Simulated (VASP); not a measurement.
# ZnCu (Pm-3m) in VASP: vibrations by perturbation theory with PBEsol

Aim: the vibrations by perturbation theory of ZnCu with PBEsol.

Program: VASP 6.6.1. These are calculated values, not measurements. Logs are shortened: lines on timing, memory, paths and dates and some standing lists are left out, and cuts for length are marked.

## (1) The cell of the first run

The structure is cubic, space group Pm-3m (No. 221). Conventional cell: a = 2.909 Å, b = 2.909 Å, c = 2.909 Å, α = 90.00°, β = 90.00°, γ = 90.00°. Zn (site symmetry m-3m) has 8 Cu at 2.52 Å and 6 Zn at 2.91 Å within 3.3 Å. Cu (site symmetry m-3m) has 8 Zn at 2.52 Å and 6 Cu at 2.91 Å within 3.3 Å.

## (2) Vibrations by perturbation theory, PBEsol

The input, INCAR:

```
SYSTEM = ZnCu
PREC = Accurate ; ENCUT = 520
EDIFF = 1E-8 ; ISMEAR = -1
SIGMA = 0.15 ; LREAL = .FALSE.
LASPH = .TRUE. ; NELM = 100
ALGO = Normal ; ISIF = 2
LWAVE = .FALSE. ; LCHARG = .TRUE.
GGA = PS ; NBANDS = 18
IBRION = 8 ; NSW = 1
```

The input, KPOINTS:

```
Automatic mesh
0
G
  14 14 14
  0 0 0
```

The input, POSCAR:

```
ZnCu
1.0
    2.9086411315      0.0000000000      0.0000000000
    0.0000000000      2.9086411315      0.0000000000
    0.0000000000      0.0000000000      2.9086411315
Zn Cu
1 1
Direct
    0.5000000000      0.5000000000      0.5000000000
    0.0000000000      0.0000000000      0.0000000000
```

Potentials or basis: VASP PAW PBE potentials, release 64 (Zn, Cu).

On the command line:

```
cat potpaw_PBE.64/Zn/POTCAR potpaw_PBE.64/Cu/POTCAR > POTCAR
mpirun -np 1 vasp_std > vasp.out
```

OUTCAR:

```text
SYSTEM = ZnCu
   PREC = Accurate
   ENCUT = 520
   EDIFF = 1E-8
   ISMEAR = -1
   LREAL = .FALSE.
   LASPH = .TRUE.
   NELM = 100
   ISIF = 2
   GGA = PS
   IBRION = 8
   NSW = 1

 ion  position               nearest neighbor table
   1  0.500  0.500  0.500-   2 2.52   2 2.52   2 2.52   2 2.52   2 2.52   2 2.52   2 2.52   2 2.52

   2  0.000  0.000  0.000-   1 2.52   1 2.52   1 2.52   1 2.52   1 2.52   1 2.52   1 2.52   1 2.52

  LATTYP: Found a simple cubic cell.
 ALAT       =     2.9086411315

  Lattice vectors:

 A1 = (   2.9086411315,   0.0000000000,   0.0000000000)
 A2 = (   0.0000000000,   2.9086411315,   0.0000000000)
 A3 = (   0.0000000000,   0.0000000000,   2.9086411315)

Analysis of symmetry for initial positions (statically):
=====================================================================
 Subroutine PRICEL returns:
 Original cell was already a primitive cell.

 Routine SETGRP: Setting up the symmetry group for a
 simple cubic supercell.

 Subroutine GETGRP returns: Found 48 space group operations
[... 9 lines left out ...]

 Routine SETGRP: Setting up the symmetry group for a
 simple cubic supercell.

 Subroutine GETGRP returns: Found 48 space group operations
[... 11 lines left out ...]
                                     Primitive cell

  volume of cell :      24.6077

  direct lattice vectors                    reciprocal lattice vectors
     2.908641132  0.000000000  0.000000000     0.343803156  0.000000000  0.000000000
     0.000000000  2.908641132  0.000000000     0.000000000  0.343803156  0.000000000
     0.000000000  0.000000000  2.908641132     0.000000000  0.000000000  0.343803156

  length of vectors
     2.908641132  2.908641132  2.908641132     0.343803156  0.343803156  0.343803156

  position of ions in fractional coordinates (direct lattice)
     0.500000000  0.500000000  0.500000000
     0.000000000  0.000000000  0.000000000

  ion indices of the primitive-cell ions
   primitive index   ion index
                 1           1
                 2           2

----------------------------------------------------------------------------------------

 KPOINTS: Automatic mesh

Automatic generation of k-mesh.
 Grid dimensions read from file:
 generate k-points for:   14   14   14

 Generating k-lattice:

  Cartesian coordinates                     Fractional coordinates (reciprocal lattice)
     0.024557368  0.000000000  0.000000000     0.071428571  0.000000000  0.000000000
     0.000000000  0.024557368  0.000000000     0.000000000  0.071428571  0.000000000
     0.000000000  0.000000000  0.024557368     0.000000000  0.000000000  0.071428571

  Length of vectors
     0.024557368  0.024557368  0.024557368

  Shift w.r.t. Gamma in fractional coordinates (k-lattice)
     0.000000000  0.000000000  0.000000000

 Subroutine IBZKPT returns following result:
 ===========================================

 Found    120 irreducible k-points:

 Following reciprocal coordinates:
            Coordinates               Weight
  0.000000  0.000000  0.000000      1.000000
  0.071429  0.000000  0.000000      6.000000
  0.142857  0.000000  0.000000      6.000000
  0.214286  0.000000  0.000000      6.000000
  0.285714  0.000000  0.000000      6.000000
  0.357143  0.000000  0.000000      6.000000
[... 16 lines left out ...]
  0.285714  0.214286  0.000000     24.000000
  0.357143  0.214286  0.000000     24.000000
 [... further k-points ...]
   k-points           NKPTS =    120   k-points in BZ     NKDIM =    120   number of bands    NBANDS=     18
   number of dos      NEDOS =    301   number of ions     NIONS =      2
   total plane-waves  NPLWV =  13824
   dimension x,y,z NGX =    24 NGY =   24 NGZ =   24
   dimension x,y,z NGXF=    48 NGYF=   48 NGZF=   48
[... 30 lines left out ...]
   IALGO  =     38    algorithm
   IMIX   =      4    mixing-type and parameters
     AMIX     =   0.40;   BMIX     =  1.00
     AMIX_MAG =   1.60;   BMIX_MAG =  1.00
  volume/ion in A,a.u.               =      12.30        83.03
  Fermi-wavevector in a.u.,A,eV,Ry     =   1.600641  3.024773 34.858833  2.562052
  Thomas-Fermi vector in A             =   2.697745
   LORBIT       =      0    0 simple, 1 ext, 2 COOP (PROOUT), +10 PAW based schemes
   GGA     = PS    functional components
   LHFCALC =     F    Hartree Fock is set to
   AEXX    =    0.0000 exact exchange contribution
   IVDW    =     0    specifies the selected vdW correction
   LEPSILON=     F    determine dielectric tensor
   LRPA    =     F    only Hartree local field effects (RPA)
 non-spin polarized calculation
  energy-cutoff  :      520.00
  volume of cell :       24.61
 maximum number of plane-waves:       691
 NGX is ok and might be reduce to    24
   NGX = 11   NGY = 11   NGZ = 11

--------------------------------------- Ionic step        1  -------------------------------------------

 number of electron      22.9999984 magnetization

 Free energy of the ion-electron system (eV)
  ---------------------------------------------------
  ext. energy  EPLUGINS =         0.00000000
  ---------------------------------------------------
  free energy    TOTEN  =        -6.11383429 eV

  energy without entropy =       -6.07985058  energy(sigma->0) =       -6.09684244

 E-fermi :   5.7397     XC(G=0): -12.7773

 val. band max:        5.6081126233   @ k =   0.5000   0.5000   0.2143
 cond. band min:       5.7478712532   @ k =   0.4286   0.3571   0.2143
 fundamental gap:      0.1397586299
 Fermi energy:         5.7396869008

 k-point     1 :       0.0000    0.0000    0.0000
  band No.  band energies     occupation
      1      -4.9353      2.00000
      2      -2.2257      2.00000
      3      -2.2257      2.00000
      4      -1.4629      2.00000
      5      -1.4629      2.00000
      6      -1.4629      2.00000
[... 481 lines left out ...]
      5      -1.5174      2.00000
      6      -1.0573      2.00000
[... 10 lines left out ...]
     17      21.9314      0.00000
     18      22.8202      0.00000

 [... further k-points ...]
[... 5 lines left out ...]
  --------------------------------------------------------------------------------------
  -------------------------------------------------------------------------------------
  Total        0.1089037      0.1089037      0.1089037      0.0000000      0.0000000      0.0000000
  in kB        7.0905972      7.0905972      7.0905972      0.0000000      0.0000000      0.0000000
  external PRESSURE =       7.0905972 kB  Pullay stress =       0.0000000 kB

 VOLUME and BASIS-vectors are now :
 -----------------------------------------------------------------------------
  energy-cutoff  :      520.00
  volume of cell :       24.61
      direct lattice vectors                 reciprocal lattice vectors
     2.908641132  0.000000000  0.000000000     0.343803156  0.000000000  0.000000000
     0.000000000  2.908641132  0.000000000     0.000000000  0.343803156  0.000000000
     0.000000000  0.000000000  2.908641132     0.000000000  0.000000000  0.343803156

 POSITION                                       TOTAL-FORCE (eV/Angst)
 -----------------------------------------------------------------------------------
      1.45432      1.45432      1.45432         0.000000      0.000000      0.000000
      0.00000      0.00000      0.00000         0.000000      0.000000      0.000000
 -----------------------------------------------------------------------------------
    total drift:                                0.000000      0.000000     -0.000000

  FREE ENERGIE OF THE ION-ELECTRON SYSTEM (eV)
  ---------------------------------------------------
  free  energy   TOTEN  =        -6.1138342927 eV

  energy  without entropy=       -6.0798505786  energy(sigma->0) =       -6.09684244

[... ionic steps 2 to 3 ...]

--------------------------------------- Ionic step        4  -------------------------------------------

------------------------ aborting loop because EDIFF is reached ----------------------------------------

[... ionic steps 5 to 6 ...]

--------------------------------------- Ionic step        7  -------------------------------------------

 Free energy of the ion-electron system (eV)
  ---------------------------------------------------
  ---------------------------------------------------
  free energy    TOTEN  =        -0.23915090 eV

  energy without entropy =       -0.23915090

------------------------ aborting loop because EDIFF is reached ----------------------------------------

 INTERNAL STRAIN TENSOR  FOR ION    2  DIRECTION 1   (eV/Angst):
 -----------------------------------------------------------------------------
     0.01374  0.00000  0.00000
     0.00000  0.00320 -0.00000
    -0.00000 -0.00000  0.00320

 INTERNAL STRAIN TENSOR FOR ION    2 for displacements in x,y,z  (eV/Angst):
          X           Y           Z          XY          YZ          ZX
  --------------------------------------------------------------------------------
  x     0.00000     0.00000     0.00000     0.00000     0.00000     0.00000
  y     0.00000     0.00000     0.00000     0.00000     0.00000     0.00000
  z     0.00000     0.00000     0.00000     0.00000     0.00000     0.00000

 SECOND DERIVATIVES (NOT SYMMETRIZED)
 ------------------------------------
               1X          1Y          1Z          2X          2Y          2Z
  1X    -5.335398   -0.000000    0.000000    5.335398    0.000000    0.000000
  1Y     0.000000   -5.335398   -0.000000    0.000000    5.335398    0.000000
  1Z    -0.000000    0.000000   -5.335398    0.000000    0.000000    5.335398
  2X     5.320171   -0.000000    0.000000   -5.320171    0.000000   -0.000000
  2Y     0.000000    5.320171    0.000000   -0.000000   -5.320171   -0.000000
  2Z    -0.000000    0.000000    5.320171    0.000000   -0.000000   -5.320171

 Eigenvectors and eigenvalues of the dynamical matrix
 ----------------------------------------------------

   1 f  =    6.356339 THz    39.938055 2PiTHz  212.024645 cm-1    26.287694 meV
             X         Y         Z           dx          dy          dz
      1.454321  1.454321  1.454321     0.702541    0.000000    0.000000
      0.000000  0.000000  0.000000    -0.711643   -0.000000    0.000000
[... 21 lines left out ...]
   6 f/i=    0.004541 THz     0.028535 2PiTHz    0.151486 cm-1     0.018782 meV
             X         Y         Z           dx          dy          dz
      1.454321  1.454321  1.454321     0.711643   -0.000000    0.000000
      0.000000  0.000000  0.000000     0.702541   -0.000000    0.000000

--------------------------------------------------------------------------------------------------------

 ELASTIC MODULI CONTR FROM IONIC RELAXATION (kBar)
 Direction    XX          YY          ZZ          XY          YZ          ZX
 --------------------------------------------------------------------------------
 XX           0.0000      0.0000      0.0000      0.0000      0.0000      0.0000
 YY           0.0000      0.0000      0.0000      0.0000      0.0000      0.0000
 ZZ           0.0000      0.0000      0.0000      0.0000      0.0000      0.0000
 XY           0.0000      0.0000      0.0000      0.0000      0.0000      0.0000
 YZ           0.0000      0.0000      0.0000      0.0000      0.0000      0.0000
 ZX           0.0000      0.0000      0.0000      0.0000      0.0000      0.0000
 --------------------------------------------------------------------------------
```

Wall time 4 min (1 thread of Intel Xeon 6975P-C, shared host); peak memory 0.43 GiB.

What came out:

```
Highest phonon frequency at Γ, LO-TO splitting left out : 212 cm⁻¹
```

Phonon frequencies in cm⁻¹ (negative: imaginary):
```csv
q point,frequencies
"(0.000, 0.000, 0.000)",0 0 0 212 212 212
```

Caveat: the PAW data sets were made with another functional, which shifts forces and pressure a little.
